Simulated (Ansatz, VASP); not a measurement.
## TiAl in VASP and in Ansatz

```
Ti Al
1.0
     2.86635    0.00000    0.00000
     0.00000    3.29591    0.00000
     0.00000    0.00000    3.12409
Ti Al
1 1
Direct
  0.00000 0.00000 0.00000
  0.50000 0.50000 0.50000
```

Change from the starting cell: normal strain along x -0.0825, normal strain along y +0.0550.

Alike in both runs: task single point; functional LDA; k mesh 14 × 14 × 14; occupations gaussian, width 0.15 eV; no spin polarisation.

```csv
,VASP,Ansatz
version,VASP 6.6.1,Ansatz 0.2.0
potentials or method,"VASP PAW LDA potentials, release 64 (Ti_sv, Al), cutoff 520 eV","scalar-relativistic, plane waves, PAW"
valence electrons in the cell,15,15
```

Ansatz gave:

- gap on the k mesh at the Fermi level (eV): none
- pressure (GPa): 4.8
- traceless stress, the component that is largest in VASP (GPa): 3.95

Question: What did VASP give for the same quantities?

Answer: gap on the k mesh at the Fermi level (eV): none; pressure (GPa): 5.0; traceless stress, the component that is largest in VASP (GPa): 3.96.

Ansatz warns that its potentials were made for another functional, while VASP's fit it. LDA's correlation is that of Perdew and Zunger in VASP and of Perdew and Wang (1992) in Ansatz. A gap of «none» marks a metal or a gap that the smearing closes.
